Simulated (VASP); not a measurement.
The system is AgCl.

```xyz
2
Lattice="0.0000 2.9932 3.0163 2.9932 0.0000 3.0163 2.9932 2.9932 0.0000" Properties=species:S:1:pos:R:3 pbc="T T T"
Ag    0.0000    0.0000    0.0000
Cl    1.4966    1.4966    1.5081
```

This cell differs from its parent crystal: uniaxial z strain +0.8%.

Base run:

| Item | Value |
| --- | --- |
| Program | VASP 6.6.1 |
| Functional | r2SCAN |
| Potentials or basis | VASP PAW PBE potentials, release 64 (Ag, Cl) |
| Cutoff | 520 eV |
| k mesh | 8 × 8 × 8 |
| Occupations | gaussian, width 0.01 eV |
| Spin | no spin polarisation |

Its results: band gap on the k mesh 1.61 eV; pressure -0.3 GPa.

Task: The run is repeated on the same cell with these changes: functional from r2SCAN to PBE; occupations from gaussian, width 0.01 eV to fermi-dirac, width 0.02 eV. What comes out?

Result: Band gap on the k mesh 1.26 eV; pressure 0.8 GPa.

Caveats: the structure was generated, so it needn't be the stable form of AgCl; the PAW data sets were made with another functional, which shifts forces and pressure a little (at least some runs).

A k mesh can miss the band edges.
